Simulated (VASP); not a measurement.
Write the native input for VASP 6.6.1 that does the following.

```
Task                   : single point
Functional             : PBE
Potentials or basis    : VASP PAW PBE potentials, release 64 (N, B, As)
Cutoff                 : 520 eV
k mesh                 : 10 × 10 × 10
Occupations            : fermi-dirac, width 0.02 eV
Spin                   : no spin polarisation
Dipole correction      : no
Further INCAR settings : ALGO = Normal; EDIFF = 1e-07; NBANDS = 21
```

The structure of B3As2N lies in POSCAR:

```
B3As2N
1.0
   -1.5758429072      1.5758429072      6.6799592449
    1.5758429072     -1.5758429072      6.6799592449
    1.5758429072      1.5758429072     -6.6799592449
N B As
1 3 2
Direct
    0.0000000000      0.0000000000      0.0000000000
    0.5631565995      0.0631565995      0.5000000000
    0.2500000000      0.7500000000      0.5000000000
    0.9368434005      0.4368434005      0.5000000000
    0.6573305226      0.6573305226      0.0000000000
    0.3426694774      0.3426694774      0.0000000000
```

One way to write it, as run:

INCAR

```
PREC     = Accurate       # precision mode
ENCUT    = 520            # plane-wave cutoff, eV
EDIFF    = 1E-7           # SCF threshold, eV
ISMEAR   = -1             # smearing method
SIGMA    = 0.02           # smearing width, eV
LREAL    = F              # projectors in reciprocal space
LASPH    = T              # aspherical terms in the spheres
NELM     = 80             # most SCF steps
ALGO     = Normal         # electronic algorithm
ISIF     = 2              # what is computed and relaxed
LWAVE    = F              # write WAVECAR
LCHARG   = F              # write CHGCAR
GGA      = PE             # functional
NBANDS   = 21             # bands
```

KPOINTS

```
regular mesh
0
Gamma
  10 10 10
```

Potentials or basis: VASP PAW PBE potentials, release 64 (N, B, As).

The run is started by

```bash
$ cat potpaw_PBE.64/N/POTCAR potpaw_PBE.64/B/POTCAR potpaw_PBE.64/As/POTCAR > POTCAR
$ mpirun -np 1 vasp_std > vasp.out
```

Results of the run:

* Pressure: 0.8 GPa
* Largest force: 0.071 eV/Å
* Band gap on the k mesh: 0.14 eV

It took 3.4 min on 1 thread of Intel(R) Xeon(R) 6975P-C (Granite Rapids), with other jobs on the host, peak memory 0.47 GiB.
